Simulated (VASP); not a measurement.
Ni:

```xyz
2
Lattice="2.4480 0.0000 0.0000 -1.2240 2.1201 0.0000 0.0000 0.0000 4.0728" Properties=species:S:1:pos:R:3 pbc="T T T"
Ni    0.0000    1.4134    1.0182
Ni    1.2240    0.7067    3.0546
```

* Program: VASP 6.6.1
* Task: relaxation of cell and atoms
* Functional: PBEsol
* Potentials or basis: VASP PAW PBE potentials, release 64 (Ni)
* Cutoff: 600 eV
* k mesh: 15 × 15 × 8
* Occupations: fermi-dirac, width 0.15 eV
* Spin: collinear spin, ferromagnetic start
* Starting moments: [2.0, 2.0] μB

At the start: pressure -2.5 GPa; volume 10.57 Å³/atom.

Q: Where does the relaxation end?

A: Over 4 steps the energy falls by 2.5 meV/atom and the volume is 10.44 Å³/atom (-1.2 %); space group P6_3/mmc (No. 194, to 0.05 Å); moment 1.15 μB per cell.

The path:
```
step  energy change (eV)  largest force (eV/Å)  pressure (GPa)  volume (Å³)
   1              0.0000                0.0000           -2.50        21.14
   2             -0.0029                0.0000            2.69        20.64
   3             -0.0042                0.0000            0.79        20.81
   4             -0.0051                0.0000            0.03        20.88
```

Final structure:
```
CELL_PARAMETERS angstrom
2.45177 0.00000 0.00000
-1.22588 2.12329 0.00000
0.00000 0.00000 4.01161
ATOMIC_POSITIONS crystal
Ni 0.33333 0.66667 0.25000
Ni 0.66667 0.33333 0.75000
```

Caveat: the PAW data sets were made with another functional, which shifts forces and pressure a little.
